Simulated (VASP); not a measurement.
A run of VASP 6.6.1:

File INCAR:

```
SYSTEM = NiGe
PREC = Accurate
ENCUT = 520
EDIFF = 1E-7
ISMEAR = 0
SIGMA = 0.15
LREAL = .False.
LASPH = .True.
NELM = 80
ALGO = Fast
ISIF = 2
LWAVE = .False.
LCHARG = .False.
GGA = PS
NBANDS = 58
```

File KPOINTS:

```
Automatic mesh
0
Gamma
  8 12 8
  0 0 0
```

File POSCAR:

```
NiGe
1.0
    5.3107947876      0.0000000000      0.0000000000
    0.0000000000      3.4400167648      0.0000000000
    0.0000000000      0.0000000000      5.7966500738
Ni Ge
4 4
Direct
    0.9929865338      0.7500000000      0.1888713156
    0.0070134662      0.2500000000      0.8111286844
    0.5070134662      0.2500000000      0.6888713156
    0.4929865338      0.7500000000      0.3111286844
    0.8116425502      0.7500000000      0.5883967035
    0.1883574498      0.2500000000      0.4116032965
    0.6883574498      0.2500000000      0.0883967035
    0.3116425502      0.7500000000      0.9116032965
```

Potentials or basis: VASP PAW PBE potentials, release 64 (Ni, Ge_d).

Command:

```sh
$ cat potpaw_PBE.64/Ni/POTCAR potpaw_PBE.64/Ge_d/POTCAR > POTCAR
$ mpirun -np 1 vasp_std > vasp.out
```

Hardware: 1 thread of Oxide Virtual Turin-like Processor (shared host).

Problem. How long does it take, and how much memory?

Solution. Run time: 28 min on 1 thread of Oxide Virtual Turin-like Processor, on a shared host, peak memory 0.78 GiB. Counts: scf iterations 20, k points 175.
